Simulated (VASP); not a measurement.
# Ti3Al5 (P4/mmm) in VASP: single point with r2SCAN

Aim: the single point of Ti3Al5 with r2SCAN.

All numbers are computed with VASP 6.6.1; they aren't measurements. Logs are shortened: lines on timing, memory, paths and dates and some standing lists are left out, and cuts for length are marked.

### 1 The cell of the first run

It takes space group P4/mmm (No. 123, tetragonal). The conventional cell has a = 3.895 Å, b = 3.895 Å, c = 8.326 Å, α = 90.00°, β = 90.00°, γ = 90.00°. Within 3.6 Å of Ti (site symmetry 4/mmm) lie 4 Ti at 2.75 Å and 8 Al at 2.85 Å. Within 3.6 Å of Ti (site symmetry 4/mmm) lie 12 Al at 2.75 to 2.85 Å. Ti (site symmetry 4/mmm) has 4 Ti at 2.75 Å and 8 Al at 2.85 Å within 3.6 Å. Al (site symmetry 2mm) has 6 Al at 2.75 to 2.85 Å and 6 Ti at 2.85 Å within 3.6 Å. Within 3.6 Å of Al (site symmetry 4/mmm) lie 4 Ti at 2.75 Å and 8 Al at 2.85 Å.

### 2 Single point, r2SCAN

Input file POSCAR:

```
Ti3Al5
1.0
    3.8953831800      0.0000000000      0.0000000000
    0.0000000000      3.8953831800      0.0000000000
    0.0000000000      0.0000000000      8.3260242100
Ti Al
3 5
Direct
    0.0000000000      0.0000000000      0.5000000000
    0.5000000000      0.5000000000      0.0000000000
    0.5000000000      0.5000000000      0.5000000000
    0.0000000000      0.5000000000      0.2504879700
    0.0000000000      0.5000000000      0.7495120300
    0.5000000000      0.0000000000      0.2504879700
    0.5000000000      0.0000000000      0.7495120300
    0.0000000000      0.0000000000      0.0000000000
```

Input file INCAR.step1:

```
SYSTEM = Ti3Al5
ALGO     = Normal         ! electronic algorithm
EDIFF    = 1E-4           ! SCF threshold, eV
ENCUT    = 520            ! plane-wave cutoff, eV
GGA      = PE             ! functional
ISMEAR   = 0              ! smearing method
LASPH    = .True.         ! aspherical terms in the spheres
LCHARG   = .False.        ! write CHGCAR
LREAL    = .False.        ! projectors in reciprocal space
LWAVE    = .True.         ! write WAVECAR
NBANDS   = 36             ! bands
NELM     = 80             ! most SCF steps
PREC     = Accurate       ! precision mode
SIGMA    = 0.05           ! smearing width, eV
```

Input file INCAR.step2:

```
SYSTEM = Ti3Al5
ALGO     = Normal         ! electronic algorithm
EDIFF    = 1E-6           ! SCF threshold, eV
ENCUT    = 520            ! plane-wave cutoff, eV
ISIF     = 2              ! what is computed and relaxed
ISMEAR   = 0              ! smearing method
ISTART   = 1            
LASPH    = .True.         ! aspherical terms in the spheres
LCHARG   = .False.        ! write CHGCAR
LMIXTAU  = .True.       
LREAL    = .False.        ! projectors in reciprocal space
LWAVE    = .False.        ! write WAVECAR
METAGGA  = R2SCAN         ! meta-GGA
NBANDS   = 36             ! bands
NELM     = 80             ! most SCF steps
PREC     = Accurate       ! precision mode
SIGMA    = 0.05           ! smearing width, eV
```

Input file KPOINTS:

```
k-points
0
Gamma
  10 10 4
  0 0 0
```

Potentials or basis: VASP PAW PBE potentials, release 64 (Ti_sv, Al).

On the command line:

```bash
$ cat potpaw_PBE.64/Ti_sv/POTCAR potpaw_PBE.64/Al/POTCAR > POTCAR
$ cp INCAR.step1 INCAR
$ mpirun -np 1 vasp_std > vasp.out
$ cp INCAR.step2 INCAR
$ mpirun -np 1 vasp_std > vasp.out
```

OUTCAR:

```text
SYSTEM = Ti3Al5
   EDIFF = 1E-6
   ENCUT = 520
   ISIF = 2
   ISMEAR = 0
   ISTART = 1
   LASPH = .True.
   LREAL = .False.
   METAGGA = R2SCAN
   NELM = 80
   PREC = Accurate

 ion  position               nearest neighbor table
   1  0.000  0.000  0.500-   3 2.75   3 2.75   3 2.75   3 2.75   7 2.85   4 2.85   4 2.85   5 2.85
                             5 2.85   6 2.85   7 2.85   6 2.85
   2  0.500  0.500  0.000-   8 2.75   8 2.75   8 2.75   8 2.75   4 2.85   6 2.85   7 2.85   5 2.85
                             4 2.85   5 2.85   6 2.85   7 2.85
   3  0.500  0.500  0.500-   1 2.75   1 2.75   1 2.75   1 2.75   7 2.85   4 2.85   6 2.85   7 2.85
                             5 2.85   4 2.85   5 2.85   6 2.85
   4  0.000  0.500  0.250-   6 2.75   6 2.75   6 2.75   6 2.75   3 2.85   3 2.85   1 2.85   1 2.85
                             2 2.85   2 2.85   8 2.85   8 2.85
   5  0.000  0.500  0.750-   7 2.75   7 2.75   7 2.75   7 2.75   3 2.85   3 2.85   1 2.85   1 2.85
                             2 2.85   2 2.85   8 2.85   8 2.85
   6  0.500  0.000  0.250-   4 2.75   4 2.75   4 2.75   4 2.75   3 2.85   1 2.85   1 2.85   3 2.85
                             2 2.85   2 2.85   8 2.85   8 2.85
   7  0.500  0.000  0.750-   5 2.75   5 2.75   5 2.75   5 2.75   3 2.85   1 2.85   1 2.85   3 2.85
                             2 2.85   2 2.85   8 2.85   8 2.85
   8  0.000  0.000  0.000-   2 2.75   2 2.75   2 2.75   2 2.75   7 2.85   4 2.85   4 2.85   5 2.85
                             5 2.85   6 2.85   7 2.85   6 2.85

  LATTYP: Found a simple tetragonal cell.
 ALAT       =     3.8953831800
 C/A-ratio  =     2.1374082665

  Lattice vectors:

 A1 = (   3.8953831800,   0.0000000000,   0.0000000000)
 A2 = (   0.0000000000,   3.8953831800,   0.0000000000)
 A3 = (   0.0000000000,   0.0000000000,   8.3260242100)

Analysis of symmetry for initial positions (statically):
=====================================================================
 Subroutine PRICEL returns:
 Original cell was already a primitive cell.

 Routine SETGRP: Setting up the symmetry group for a
 simple tetragonal supercell.

 Subroutine GETGRP returns: Found 16 space group operations
 (whereof 16 operations were pure point group operations)
 out of a pool of 16 trial point group operations.

The static configuration has the point symmetry D_4h.

Analysis of symmetry for dynamics (positions and initial velocities):
=====================================================================
 Subroutine PRICEL returns:
 Original cell was already a primitive cell.

 Routine SETGRP: Setting up the symmetry group for a
 simple tetragonal supercell.

 Subroutine GETGRP returns: Found 16 space group operations
 (whereof 16 operations were pure point group operations)
 out of a pool of 16 trial point group operations.

The dynamic configuration has the point symmetry D_4h.

 Subroutine INISYM returns: Found 16 space group operations
 (whereof 16 operations are pure point group operations),
 and found     1 'primitive' translations

----------------------------------------------------------------------------------------

                                     Primitive cell

  volume of cell :     126.3392

  direct lattice vectors                    reciprocal lattice vectors
     3.895383180  0.000000000  0.000000000     0.256714155  0.000000000  0.000000000
     0.000000000  3.895383180  0.000000000     0.000000000  0.256714155  0.000000000
     0.000000000  0.000000000  8.326024210     0.000000000  0.000000000  0.120105344

  length of vectors
     3.895383180  3.895383180  8.326024210     0.256714155  0.256714155  0.120105344

  position of ions in fractional coordinates (direct lattice)
     0.000000000  0.000000000  0.500000000
     0.500000000  0.500000000  0.000000000
     0.500000000  0.500000000  0.500000000
     0.000000000  0.500000000  0.250487970
     0.000000000  0.500000000  0.749512030
     0.500000000  0.000000000  0.250487970
     0.500000000  0.000000000  0.749512030
     0.000000000  0.000000000  0.000000000

  ion indices of the primitive-cell ions
   primitive index   ion index
                 1           1
                 2           2
                 3           3
                 4           4
                 5           5
                 6           6
                 7           7
                 8           8

----------------------------------------------------------------------------------------

 KPOINTS: k-points

Automatic generation of k-mesh.
 Grid dimensions read from file:
 generate k-points for:   10   10    4

 Generating k-lattice:

  Cartesian coordinates                     Fractional coordinates (reciprocal lattice)
     0.025671415  0.000000000  0.000000000     0.100000000  0.000000000  0.000000000
     0.000000000  0.025671415  0.000000000     0.000000000  0.100000000  0.000000000
     0.000000000  0.000000000  0.030026336     0.000000000  0.000000000  0.250000000

  Length of vectors
     0.025671415  0.025671415  0.030026336

  Shift w.r.t. Gamma in fractional coordinates (k-lattice)
     0.000000000  0.000000000  0.000000000

 Subroutine IBZKPT returns following result:
 ===========================================

 Found     63 irreducible k-points:

 Following reciprocal coordinates:
            Coordinates               Weight
  0.000000  0.000000  0.000000      1.000000
  0.100000  0.000000  0.000000      4.000000
  0.200000  0.000000  0.000000      4.000000
  0.300000  0.000000  0.000000      4.000000
  0.400000  0.000000  0.000000      4.000000
  0.500000  0.000000  0.000000      2.000000
[... 16 lines left out ...]
  0.100000  0.000000  0.250000      8.000000
  0.200000  0.000000  0.250000      8.000000
 [... further k-points ...]
   k-points           NKPTS =     63   k-points in BZ     NKDIM =     63   number of bands    NBANDS=     36
   number of dos      NEDOS =    301   number of ions     NIONS =      8
   total plane-waves  NPLWV =  57600
   dimension x,y,z NGX =    30 NGY =   30 NGZ =   64
   dimension x,y,z NGXF=    60 NGYF=   60 NGZF=  128
   ions per type =               3   5
   NGX,Y,Z   is equivalent  to a cutoff of  12.80, 12.80, 12.78 a.u.
   NGXF,Y,Z  is equivalent  to a cutoff of  25.61, 25.61, 25.56 a.u.
 SYSTEM =  Ti3Al5
   PREC   = accura    normal or accurate (medium, high low for compatibility)
   ISTART =      1    job   : 0-new  1-cont  2-samecut
   ICHARG =      0    charge: 1-file 2-atom 10-const
   ISPIN  =      1    spin polarized calculation?
   LNONCOLLINEAR =      F non collinear calculations
   LSORBIT =      F    spin-orbit coupling
   LASPH  =      T    aspherical Exc in radial PAW
   ENCUT  =  520.0 eV  38.22 Ry    6.18 a.u.   7.24  7.24 15.48*2*pi/ulx,y,z
   NELM   =     80;   NELMIN=  2; NELMDL=  0     # of ELM steps
   EDIFF  = 0.1E-05   stopping-criterion for ELM
   LREAL  =      F    real-space projection
[... 7 lines left out ...]
   TEBEG  =    0.0;   TEEND  =   0.0 temperature during run
   PSTRESS=    0.0 pullay stress
   NELECT =      51.0000    total number of electrons
   NUPDOWN=      -1.0000    fix difference up-down
   EMIN   =  10.00;   EMAX   =-10.00  energy-range for DOS
   EFERMI =   0.00;   METHOD = LEGACY
   ISMEAR =     0;   SIGMA  =   0.05  broadening in eV -4-tet -1-fermi 0-gaus
   EFERMI_NEDOS =   21; number of points for ismear=-14 and -15
   IALGO  =     38    algorithm
   IMIX   =      4    mixing-type and parameters
     AMIX     =   0.40;   BMIX     =  1.00
     AMIX_MAG =   1.60;   BMIX_MAG =  1.00
  volume/ion in A,a.u.               =      15.79       106.57
  Fermi-wavevector in a.u.,A,eV,Ry     =   1.209908  2.286394 19.917248  1.463876
  Thomas-Fermi vector in A             =   2.345471
   LORBIT       =      0    0 simple, 1 ext, 2 COOP (PROOUT), +10 PAW based schemes
   METAGGA = R2SCAN    functional components
   LHFCALC =     F    Hartree Fock is set to
   AEXX    =    0.0000 exact exchange contribution
   IVDW    =     0    specifies the selected vdW correction
   LEPSILON=     F    determine dielectric tensor
   LRPA    =     F    only Hartree local field effects (RPA)
 non-spin polarized calculation
 Gauss-broadening in eV      SIGMA  =   0.05
  energy-cutoff  :      520.00
  volume of cell :      126.34
 maximum number of plane-waves:      3428
 NGX is ok and might be reduce to    30
   NGX = 15   NGY = 15   NGZ = 31

 number of electron      50.9999991 magnetization

 Free energy of the ion-electron system (eV)
  ---------------------------------------------------
  ext. energy  EPLUGINS =         0.00000000
  ---------------------------------------------------
  free energy    TOTEN  =       -76.05001614 eV

  energy without entropy =      -76.04352701  energy(sigma->0) =      -76.04677157

 E-fermi :   8.5463     XC(G=0): -11.7407

 val. band max:        8.5443164460   @ k =   0.2000   0.1000   0.5000
 cond. band min:       8.5498857463   @ k =   0.1000   0.1000   0.2500
 fundamental gap:      0.0055693003
 Fermi energy:         8.5463019808

 k-point     1 :       0.0000    0.0000    0.0000
  band No.  band energies     occupation
      1     -50.5382      2.00000
      2     -50.3616      2.00000
      3     -50.0393      2.00000
      4     -25.7972      2.00000
      5     -25.7861      2.00000
      6     -25.7861      2.00000
[... 28 lines left out ...]
     35      11.3029      0.00000
     36      12.5467      0.00000

 k-point     2 :       0.1000    0.0000    0.0000
  band No.  band energies     occupation
      1     -50.5381      2.00000
      2     -50.3597      2.00000
      3     -50.0412      2.00000
      4     -25.7969      2.00000
      5     -25.7885      2.00000
      6     -25.7859      2.00000
[... 28 lines left out ...]
     35      11.3803      0.00000
     36      12.4381      0.00000
[... 817 lines left out ...]
     35      11.5685      0.00000
     36      12.4375      0.00000

 k-point    24 :       0.2000    0.0000    0.2500
  band No.  band energies     occupation
      1     -50.5378      2.00000
      2     -50.3545      2.00000
      3     -50.0462      2.00000
      4     -25.7956      2.00000
      5     -25.7946      2.00000
      6     -25.7855      2.00000
[... 28 lines left out ...]
     35      12.0472      0.00000
     36      12.1305      0.00000

 [... further k-points ...]
[... 5 lines left out ...]
  --------------------------------------------------------------------------------------
  -------------------------------------------------------------------------------------
  Total        0.0950003      0.0950003      0.1095021      0.0000000      0.0000000      0.0000000
  in kB        1.2047520      1.2047520      1.3886568      0.0000000      0.0000000      0.0000000
  external PRESSURE =       1.2660536 kB  Pullay stress =       0.0000000 kB

 VOLUME and BASIS-vectors are now :
 -----------------------------------------------------------------------------
  energy-cutoff  :      520.00
  volume of cell :      126.34
      direct lattice vectors                 reciprocal lattice vectors
     3.895383180  0.000000000  0.000000000     0.256714155  0.000000000  0.000000000
     0.000000000  3.895383180  0.000000000     0.000000000  0.256714155  0.000000000
     0.000000000  0.000000000  8.326024210     0.000000000  0.000000000  0.120105344

 POSITION                                       TOTAL-FORCE (eV/Angst)
 -----------------------------------------------------------------------------------
      0.00000      0.00000      4.16301         0.000000     -0.000000      0.000000
      1.94769      1.94769      0.00000         0.000000     -0.000000      0.000000
      1.94769      1.94769      4.16301         0.000000     -0.000000      0.000000
      0.00000      1.94769      2.08557         0.000000      0.000000      0.041806
      0.00000      1.94769      6.24046         0.000000     -0.000000     -0.041806
      1.94769      0.00000      2.08557        -0.000000     -0.000000      0.041806
      1.94769      0.00000      6.24046         0.000000     -0.000000     -0.041806
      0.00000      0.00000      0.00000         0.000000     -0.000000      0.000000
 -----------------------------------------------------------------------------------
    total drift:                                0.000000      0.000000      0.000000

  FREE ENERGIE OF THE ION-ELECTRON SYSTEM (eV)
  ---------------------------------------------------
  free  energy   TOTEN  =       -76.0500161396 eV

  energy  without entropy=      -76.0435270101  energy(sigma->0) =      -76.04677157
```

Run time: 24 min. Hardware: 1 thread of Intel Xeon Platinum 8259CL at 2.50GHz (Skylake/Cascade Lake), shared host; peak memory 0.39 GiB.

What came out:

```yaml
Free_energy: -76.0500 eV
Pressure: 0.1 GPa
Largest_force: 0.042 eV/Å
Band_gap_on_the_k_mesh: zero (an odd number of electrons rules out a gap without spin polarisation)
```

Forces on the atoms (eV/Å):
```
Ti   0.000  0.000  0.000
Ti   0.000  0.000  0.000
Ti   0.000  0.000  0.000
Al   0.000  0.000  0.042
Al   0.000  0.000 -0.042
Al   0.000  0.000  0.042
Al   0.000  0.000 -0.042
Al   0.000  0.000  0.000
```

Caveat: the PAW data sets were made with another functional, which shifts forces and pressure a little.
